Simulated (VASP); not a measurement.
A run of VASP 6.6.1:

Contents of INCAR:

```
SYSTEM = Ga
PREC = Accurate ; ENCUT = 500
EDIFF = 1E-6 ; ISMEAR = -1
SIGMA = 0.05 ; LREAL = .False.
LASPH = .True. ; NELM = 120
ALGO = Normal ; ISIF = 2
LWAVE = .False. ; LCHARG = .False.
GGA = PE ; NBANDS = 12
GGA_COMPAT = .False.
```

File KPOINTS:

```
Automatic mesh
0
Gamma
  10 10 10
  0 0 0
```

POSCAR

```
Ga
1.0
    2.6610260726      0.0000000000      0.0000000000
    0.0000000000      2.6610260726      0.0000000000
    0.0000000000      0.0000000000      2.6610260726
Ga
1
Direct
    0.0000000000      0.0000000000      0.0000000000
```

Potentials or basis: VASP PAW PBE potentials, release 64 (Ga_d).

Command:

```console
$ cat potpaw_PBE.64/Ga_d/POTCAR > POTCAR
$ mpirun -np 1 vasp_std > vasp.out
```

Hardware: 1 thread of Intel Xeon 8259CL (shared host).

Problem. How long does it take, and how much memory?

Solution. Run time: 10 s on 1 thread of Intel Xeon 8259CL, with other jobs on the host, peak memory 0.13 GiB. Counts: scf iterations 10, k points 56.
